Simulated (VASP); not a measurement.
# TiCo: relaxation of cell and atoms with PBE

The system is TiCo.

```
CELL_PARAMETERS angstrom
2.80921 0.00000 0.00000
0.00000 2.80921 0.00000
0.00000 0.00000 2.80921
ATOMIC_POSITIONS crystal
Ti 0.00000 0.00000 0.00000
Co 0.50000 0.50000 0.50000
```

The cell was generated, and may not be a known phase.

| Item | Value |
| --- | --- |
| Program | VASP 6.6.1 |
| Task | relaxation of cell and atoms |
| Functional | PBE |
| Potentials or basis | VASP PAW PBE potentials, release 64 (Ti_sv, Co) |
| Cutoff | 550 eV |
| k mesh | 6 × 6 × 6 |
| Occupations | gaussian, width 0.1 eV |
| Spin | collinear spin, ferromagnetic start |
| Starting moments | [0.0, 3.0] μB |
| Dipole correction | no |
| Second try | not_converged |
| Further INCAR settings | ALGO = All; EDIFF = 1e-07; IBRION = 2; EDIFFG = -0.04; NSW = 90; ISIF = 3 |

* Relaxed volume: 13.16 Å³/atom
* Relaxed cell: a = 2.975 Å, b = 2.975 Å, c = 2.975 Å, α = 90.00°, β = 90.00°, γ = 90.00°
* Space group after relaxing (to 0.1 Å): Pm-3m (No. 221)
* Energy gained by relaxing: 234.2 meV/atom
* Ionic steps: 4
* Pressure after relaxing: -0.4 GPa
* Net moment: 0.36 μB per cell
* Site moments: Ti -0.09; Co +0.49 μB
* Valence electrons inside the program's atomic spheres: Ti 10.29; Co 8.32

The path:
| step | energy change (eV) | largest force (eV/Å) | pressure (GPa) | volume (Å³) |
| --- | --- | --- | --- | --- |
| 1 | 0.0000 | 0.0000 | 42.73 | 22.17 |
| 2 | 0.1040 | 0.0000 | -22.42 | 33.07 |
| 3 | -0.4664 | 0.0000 | -2.04 | 26.58 |
| 4 | -0.4684 | 0.0000 | -0.41 | 26.33 |

Final structure:
```xyz
2
Lattice="2.9748 0.0000 0.0000 0.0000 2.9748 0.0000 0.0000 0.0000 2.9748" Properties=species:S:1:pos:R:3 pbc="T T T"
Ti    0.0000    0.0000    0.0000
Co    1.4874    1.4874    1.4874
```

Levels at points of the mesh, in eV from the Fermi level:
Spin up:
```csv
k point,band 7,band 8,band 9,band 10,band 11,band 12,band 13,band 14,band 15,band 16
"(0.00, 0.00, 0.00)",-3.99,-1.67,-1.67,-1.67,0.63,0.63,2.71,2.71,2.71,9.05
"(0.50, 0.00, 0.00)",-2.74,-1.76,-1.76,-1.28,-0.75,-0.24,0.65,0.65,2.23,3.91
"(0.50, 0.50, 0.00)",-2.58,-2.58,-1.05,-0.46,0.67,0.67,1.18,2.53,2.53,3.12
"(0.50, 0.50, 0.50)",-2.62,-2.11,-2.11,-2.11,-1.02,-1.02,3.19,3.19,7.13,8.45
```
Spin down:
```csv
k point,band 7,band 8,band 9,band 10,band 11,band 12,band 13,band 14
"(0.00, 0.00, 0.00)",-3.69,-1.38,-1.38,-1.38,0.88,0.88,2.71,2.71
"(0.50, 0.00, 0.00)",-2.11,-1.45,-1.45,-0.94,-0.89,0.38,0.60,0.60
"(0.50, 0.50, 0.00)",-2.36,-2.36,-0.27,0.08,0.62,0.62,1.21,2.59
"(0.50, 0.50, 0.50)",-2.37,-2.16,-2.16,-2.16,-0.24,-0.24,3.08,3.08
```

Run time: 68 s on 4 MPI ranks on Intel(R) Xeon(R) 6975P-C (Granite Rapids), on a shared host, peak memory 0.16 GiB a rank.

Caveat: the k points lie up to 0.35 Å⁻¹ apart in the final cell; the volume moved by over 15 % at a fixed basis, so the end points are rough.
